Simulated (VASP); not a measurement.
Write the native input for VASP 6.6.1 that does the following.

| Quantity | Value |
| --- | --- |
| Task | single point |
| Functional | PBEsol |
| Potentials or basis | VASP PAW PBE potentials, release 64 (Ta_pv, N) |
| Cutoff | 520 eV |
| k mesh | 18 × 18 × 16 |
| Occupations | gaussian, width 0.15 eV |
| Spin | no spin polarisation |
| Dipole correction | no |
| Further INCAR settings | ALGO = Normal; EDIFF = 1e-07; NBANDS = 15 |

The structure of TaN lies in POSCAR:

```
TaN
1.0
    2.9379988584      0.0000000000      0.0000000000
   -1.4689994292      2.5443816477      0.0000000000
    0.0000000000      0.0000000000      2.8830000000
Ta N
1 1
Direct
    0.3333333333      0.6666666667      0.5000000000
    0.1138892619      0.0833727262     -0.1040582726
```

This cell differs from its parent crystal: atom 2 (N) moved by (+0.300, -0.300) A along [1 1 0] and z.

The input as run:

INCAR

```
SYSTEM = TaN
PREC = Accurate
ENCUT = 520
EDIFF = 1E-7
ISMEAR = 0
SIGMA = 0.15
LREAL = .False.
LASPH = .True.
NELM = 60
ALGO = Normal
ISIF = 2
LWAVE = .False.
LCHARG = .False.
GGA = PS
NBANDS = 15
```

KPOINTS

```
Automatic mesh
0
Gamma
  18 18 16
  0 0 0
```

Potentials or basis: VASP PAW PBE potentials, release 64 (Ta_pv, N).

Launch:

```console
$ cat potpaw_PBE.64/Ta_pv/POTCAR potpaw_PBE.64/N/POTCAR > POTCAR
$ mpirun -np 1 vasp_std > vasp.out
```

Results of the run:

```json
{
 "Pressure": "27.5 GPa",
 "Largest force": "6.673 eV/Å",
 "Band gap on the k mesh": "zero (band 8 reaches 8.88 eV, above the bottom of band 9 at 8.46 eV)"
}
```

Caveat: the cell differs from its parent crystal (atom 2 (N) moved by (+0.300, -0.300) A along [1 1 0] and z); the PAW data sets were made with another functional, which shifts forces and pressure a little; spin-orbit coupling is left out, which moves the levels of the heavy elements.

It took 16 min on 1 thread of Oxide Virtual Turin-like Processor (shared host), peak memory 0.85 GiB.
